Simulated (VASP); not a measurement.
Input of a VASP 6.6.1 run:

The input INCAR:

```
PREC     = Accurate       # precision mode
ENCUT    = 520            # plane-wave cutoff, eV
EDIFF    = 1E-6           # SCF threshold, eV
ISMEAR   = 0              # smearing method
SIGMA    = 0.1            # smearing width, eV
LREAL    = F              # projectors in reciprocal space
LASPH    = T              # aspherical terms in the spheres
NELM     = 60             # most SCF steps
ALGO     = Normal         # electronic algorithm
ISIF     = 2              # what is computed and relaxed
LWAVE    = F              # write WAVECAR
LCHARG   = T              # write CHGCAR
LELF     = T              # ELF
LVHAR    = T            
NBANDS   = 18             # bands
```

Contents of KPOINTS:

```
Automatic mesh
0
Gamma
  12 12 6
```

File POSCAR:

```
Y
1.0
    3.5482269621      0.0000000028      0.0000000000
   -1.7741134835      3.0728546861      0.0000000000
    0.0000000000      0.0000000000      5.4939804357
Y
2
Direct
    0.3333333333      0.6666666667      0.2500000000
    0.6666666667      0.3333333333      0.7500000000
```

Potentials or basis: VASP PAW LDA potentials, release 64 (Y_sv).

Run with:

```sh
$ cat potpaw_LDA.64/Y_sv/POTCAR > POTCAR
$ mpirun -np 1 vasp_std > vasp.out
```

Predict the pressure.

-0.1 GPa.

Estimate the band gap on the k mesh.

zero (band 11 reaches 4.66 eV, above the bottom of band 12 at 2.87 eV).
